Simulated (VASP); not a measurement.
MgO (Periclase): single point with PBEsol

The system is MgO (Periclase).

```
Mg O
1.0
     0.00000    2.10850    2.10850
     2.10850    0.00000    2.10850
     2.10850    2.10850    0.00000
Mg O
1 1
Direct
  0.00000 0.00000 0.00000
  0.50000 0.50000 0.50000
```

```json
{
  "Program": "VASP 6.6.1",
  "Task": "single point",
  "Functional": "PBEsol",
  "Potentials or basis": "VASP PAW PBE potentials, release 64 (Mg, O)",
  "Cutoff": "520 eV",
  "k mesh": "6 × 6 × 6",
  "Occupations": "gaussian, width 0.01 eV",
  "Spin": "no spin polarisation",
  "Dipole correction": "no",
  "Further INCAR settings": "ALGO = Normal; EDIFF = 1e-06; NBANDS = 11"
}
```

The pressure is -0.8 GPa. The band gap on the k mesh is 4.60 eV, direct.

Levels at points of the mesh, in eV from the valence-band top:
| k point | band 1 | band 2 | band 3 | band 4 | band 5 | band 6 | band 7 | band 8 |
| --- | --- | --- | --- | --- | --- | --- | --- | --- |
| (0.00, 0.00, 0.00) | -17.19 | 0.00 | 0.00 | 0.00 | 4.60 | 15.61 | 15.61 | 15.61 |
| (0.50, 0.00, 0.00) | -15.88 | -4.67 | -0.66 | -0.66 | 7.72 | 12.46 | 16.14 | 16.14 |
| (0.50, 0.50, 0.00) | -15.62 | -4.13 | -1.36 | -1.36 | 8.92 | 9.84 | 12.94 | 18.79 |

Run time: 6.4 s on 1 thread of Intel(R) Xeon(R) Platinum 8375C CPU @ 2.90GHz (Ice Lake), with other jobs on the host, peak memory 0.13 GiB.

Caveat: the k points lie up to 0.43 Å⁻¹ apart; the PAW data sets were made with another functional, which shifts forces and pressure a little. A hybrid or GW would open this gap; PBEsol tends to underestimate it.
